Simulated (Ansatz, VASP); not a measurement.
# One calculation of Zn, two programs

```xyz
2
Lattice="2.6919 0.0000 0.0000 -1.3459 2.3312 0.0000 0.0000 0.0000 4.8478" Properties=species:S:1:pos:R:3 pbc="T T T"
Zn    0.0000    1.5541    1.2119
Zn    1.3459    0.7771    3.6358
```

Change from the starting cell: z stretched by -2 % at fixed volume, crystal datasets.

Alike in both runs: task electric field gradients; functional PBE; k mesh 18 × 18 × 8; occupations fermi-dirac, width 0.03 eV; no spin polarisation.

```csv
,VASP,Ansatz
version,VASP 6.6.1,Ansatz 0.2.0
potentials or method,"VASP PAW PBE potentials, release 64 (Zn), cutoff 520 eV","all-electron PAW with datasets made for the crystal, scalar-relativistic"
```

```csv
,VASP,Ansatz,Ansatz less VASP
pressure (GPa),-0.4,-0.7,-0.30
"traceless stress, the component that is largest in VASP (GPa)",1.78,1.88,+0.097
size of Vzz on the site where it differs most (V/Å²),26.1,26.2,+0.10
```

Ansatz ran all-electron here, and VASP with PAW potentials.
